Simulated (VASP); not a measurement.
Write the native input for VASP 6.6.1 that does the following.

```
Task                   : single point
Functional             : PBEsol
Potentials or basis    : VASP PAW PBE potentials, release 64 (Cd, S)
Cutoff                 : 520 eV
k mesh                 : 7 × 7 × 4
Occupations            : fermi-dirac, width 0.05 eV
Spin                   : no spin polarisation
Dipole correction      : no
Further INCAR settings : ALGO = Normal; EDIFF = 1e-06; NBANDS = 26
```

The structure of CdS lies in POSCAR:

```
CdS
1.0
    4.1235010000      0.0000000000      0.0000000000
   -2.0617510000      3.5710570000      0.0000000000
    0.0000000000      0.0000000000      6.7106280000
Cd S
2 2
Direct
    0.6666670000      0.3333330000      0.4997950000
    0.3333330000      0.6666670000      0.9997950000
    0.3333330000      0.6666670000      0.3762050000
    0.6666670000      0.3333330000      0.8762050000
```

These files were run (other wordings do the same):

INCAR

```
PREC = Accurate
ENCUT = 520
EDIFF = 1E-6
ISMEAR = -1
SIGMA = 0.05
LREAL = F
LASPH = T
NELM = 100
ALGO = Normal
ISIF = 2
LWAVE = F
LCHARG = F
GGA = PS
NBANDS = 26
```

KPOINTS

```
Automatic mesh
0
Gamma
  7 7 4
```

Potentials or basis: VASP PAW PBE potentials, release 64 (Cd, S).

The run is started by

```console
$ cat potpaw_PBE.64/Cd/POTCAR potpaw_PBE.64/S/POTCAR > POTCAR
$ mpirun -np 1 vasp_std > vasp.out
```

Results of the run:

```
Pressure               : 0.4 GPa
Band gap on the k mesh : 1.10 eV, direct
```

Caveat: the PAW data sets were made with another functional, which shifts forces and pressure a little.

Run time: 29 s on 1 thread of Intel(R) Xeon(R) Platinum 8488C (Sapphire Rapids), on a shared host, peak memory 0.23 GiB.
